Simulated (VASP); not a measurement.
## TiC: single point with r2SCAN

The system is TiC.

```xyz
2
Lattice="0.0000 2.1657 2.1657 2.1657 0.0000 2.1657 2.1657 2.1657 0.0000" Properties=species:S:1:pos:R:3 pbc="T T T"
Ti    0.0000    0.0000    0.0000
C     2.1657    2.1657    2.1657
```

```yaml
Program: VASP 6.6.1
Task: single point
Functional: r2SCAN
Potentials_or_basis: VASP PAW PBE potentials, release 64 (Ti_sv, C)
Cutoff: 520 eV
k_mesh: 11 × 11 × 11
Occupations: fermi-dirac, width 0.05 eV
Spin: no spin polarisation
Dipole_correction: no
Further_INCAR_settings: ALGO = Normal; EDIFF = 1e-07; NBANDS = 15
```

```yaml
Pressure: 0.3 GPa
Band_gap_on_the_k_mesh: zero (band 8 reaches 10.35 eV, above the bottom of band 9 at 9.02 eV)
```

Levels at points of the mesh, in eV from the Fermi level:
| k point | band 4 | band 5 | band 6 | band 7 | band 8 | band 9 | band 10 | band 11 | band 12 | band 13 |
| --- | --- | --- | --- | --- | --- | --- | --- | --- | --- | --- |
| (0.00, 0.00, 0.00) | -34.04 | -13.29 | 0.78 | 0.78 | 0.78 | 1.59 | 1.59 | 1.59 | 1.64 | 1.64 |

Wall time 60 s on 1 thread of Intel(R) Xeon(R) Platinum 8259CL CPU @ 2.50GHz (Skylake/Cascade Lake) (shared host), peak memory 0.15 GiB.

Caveat: the PAW data sets were made with another functional, which shifts forces and pressure a little.
